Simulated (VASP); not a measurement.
SrTiO3:

```
Sr Ti O
1.0
     3.90685    0.00000    0.00000
     0.00000    3.75527    0.00000
     0.00000    0.00000    3.90685
Sr Ti O
1 1 3
Direct
  0.00000 0.00000 0.00000
  0.50000 0.50000 0.50000
  0.50000 0.00000 0.50000
  0.50000 0.50000 0.00000
  0.00000 0.50000 0.50000
```

This cell differs from its parent crystal: uniaxial y strain -3.9%.

Base run:

| Quantity | Value |
| --- | --- |
| Program | VASP 6.6.1 |
| Functional | r2SCAN |
| Potentials or basis | VASP PAW PBE potentials, release 64 (Sr_sv, Ti_sv, O) |
| Cutoff | 520 eV |
| k mesh | 6 × 6 × 6 |
| Occupations | gaussian, width 0.01 eV |
| Spin | no spin polarisation |

Its results: band gap on the k mesh 2.29 eV, indirect (least direct gap 2.64 eV); pressure 9.7 GPa.

Task: The run is repeated on the same cell with these changes: functional from r2SCAN to PBE; occupations from gaussian, width 0.01 eV to fermi-dirac, width 0.02 eV. What comes out?

Result: Band gap on the k mesh 1.85 eV, indirect (least direct gap 2.17 eV); pressure 13.5 GPa.

Caveats: the PAW data sets were made with another functional, which shifts forces and pressure a little (some runs).

A k mesh can miss the band edges.
